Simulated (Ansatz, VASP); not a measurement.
# Two plane-wave programs on La3Si2Br

```
La Si Br
1.0
     7.92941    0.00000    0.00000
    -3.96470    6.86707    0.00000
     0.00000    0.00000    3.97730
La Si Br
3 2 1
Direct
  0.50000 0.50000 0.50000
  0.50000 0.00000 0.50000
  0.00000 0.50000 0.50000
  0.66667 0.33333 0.00000
  0.33333 0.66667 0.00000
  0.00000 0.00000 0.00000
```

Change from the starting cell: species swapped into the YSi2Ru3 type (P6/mmm, No. 191).

Alike in both runs: functional PBE; k mesh 3 × 3 × 4; occupations gaussian, width 0.1 eV; no spin polarisation.

Ansatz relaxed the structure, and its values are those at the end. VASP's run is a single point on that final structure, the one shown.

|  | VASP | Ansatz |
| --- | --- | --- |
| version | VASP 6.6.1 | Ansatz 0.2.0 |
| potentials or method | VASP PAW PBE potentials, release 64 (La, Si, Br), cutoff 520 eV | scalar-relativistic, plane waves, PAW |
| valence electrons in the cell | 48 | 48 |

```tsv
	VASP	Ansatz	Ansatz less VASP
gap on the k mesh at the Fermi level (eV)	none	none	-
pressure (GPa)	0.1	0.1	+0.05
```

A gap of «none» marks a metal or a gap that the smearing closes.

The k mesh is coarse, so the values compare programs but aren't converged. Spin-orbit coupling is off throughout.
